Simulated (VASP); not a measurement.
A run of VASP 6.6.1 is set up as follows.

The input INCAR:

```
SYSTEM = AlGaOs
ALGO = Normal
EDIFF = 1E-6
ENCUT = 520
GGA = PE
ISIF = 2
ISMEAR = 0
LASPH = .TRUE.
LCHARG = .TRUE.
LELF = .TRUE.
LREAL = .FALSE.
LVHAR = .TRUE.
LWAVE = .FALSE.
NBANDS = 19
NELM = 100
PREC = Accurate
SIGMA = 0.01
```

Contents of KPOINTS:

```
k-points
0
G
  16 16 16
  0 0 0
```

Contents of POSCAR:

```
AlGaOs
1.0
   -1.6041396702      1.6041396702      4.1464962069
    1.6041396702     -1.6041396702      4.1464962069
    1.6041396702      1.6041396702     -4.1464962069
Al Ga Os
1 1 1
Direct
    0.3370888148      0.3370888148      0.0000000000
    0.6649635126      0.6649635126      0.0000000000
   -0.0020523274     -0.0020523274      0.0000000000
```

Potentials or basis: VASP PAW PBE potentials, release 64 (Al, Ga_d, Os).

The run is started by

```sh
$ cat potpaw_PBE.64/Al/POTCAR potpaw_PBE.64/Ga_d/POTCAR potpaw_PBE.64/Os/POTCAR > POTCAR
$ mpirun -np 1 vasp_std > vasp.out
```

Question: Estimate the pressure.

Answer: 0.1 GPa.

Question: Predict the band gap on the k mesh.

Answer: 0.19 eV, indirect (least direct gap 1.12 eV).

Forces in eV/Å, atoms in the order of the input:
```
Al   0.000  0.000  0.001
Ga   0.000  0.000  0.012
Os   0.000  0.000 -0.012
```

Caveat: spin-orbit coupling is left out, which moves the levels of the heavy elements. A k mesh can miss the band edges.
